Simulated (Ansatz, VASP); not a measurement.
# One calculation of LiH, two programs

File INCAR:

```
SYSTEM = LiH
PREC = Accurate
ENCUT = 520
EDIFF = 1E-6
ISMEAR = 0
SIGMA = 0.05
LREAL = .False.
LASPH = .True.
NELM = 60
ALGO = Normal
ISIF = 2
LWAVE = .False.
LCHARG = .True.
GGA = PE
LELF = .True.
LVHAR = .True.
NBANDS = 9
```

KPOINTS

```
regular mesh
0
Gamma
  10 10 10
  0 0 0
```

Contents of POSCAR:

```
LiH
1.0
    0.0000000000      2.0325000000      2.0325000000
    2.0325000000      0.0000000000      2.0325000000
    2.0325000000      2.0325000000      0.0000000000
Li H
1 1
Direct
   -0.0521850023      0.0000000000      0.0000000000
    0.5000000000      0.5000000000      0.5000000000
```

Input for Ansatz:

```yaml
crystal:
  lattice:
    - [0.0, 2.0325, 2.0325]
    - [2.0325, 0.0, 2.0325]
    - [2.0325, 2.0325, 0.0]
  atoms:
    - { symbol: Li, position: [-0.0521850023, 0.0, 0.0] }
    - { symbol: H, position: [0.5, 0.5, 0.5] }
basis:
  ecutwfc: 420
kpoints:
  mp_grid: { grid: [10, 10, 10] }
hamiltonian:
  xc: pbe
scf:
  occupations: { method: gaussian, width: 0.05 }
output:
  forces: true
  stress: true
  eigenvalues: true
```

Change from the starting cell: all Li atoms moved +0.150 Å, as atom 1 towards its neighbour atom 1 (Li) at 2.874 Å.

Alike in both runs: task single point; functional PBE; k mesh 10 × 10 × 10; occupations gaussian, width 0.05 eV; no spin polarisation.

|  | VASP | Ansatz |
| --- | --- | --- |
| version | VASP 6.6.1 | Ansatz 0.2.0 |
| potentials or method | VASP PAW PBE potentials, release 64 (Li_sv, H), cutoff 520 eV | scalar-relativistic, plane waves, PAW |
| valence electrons in the cell | 4 | 4 |

Ansatz gave:

| Quantity | Value |
| --- | --- |
| gap on the k mesh at the Fermi level (eV) | 3.03 |
| least direct gap on the mesh (eV) | 3.03 |
| rms of the force components (eV/Å) | 0.085 |

Problem. Which values does VASP return?

Solution. gap on the k mesh at the Fermi level (eV): 3.02; least direct gap on the mesh (eV): 3.02; rms of the force components (eV/Å): 0.085.

Atom by atom the forces differ by 0.000 eV/Å (rms over components).

Noted on VASP's run: the cutoff is short for stress, so the pressure is rough.
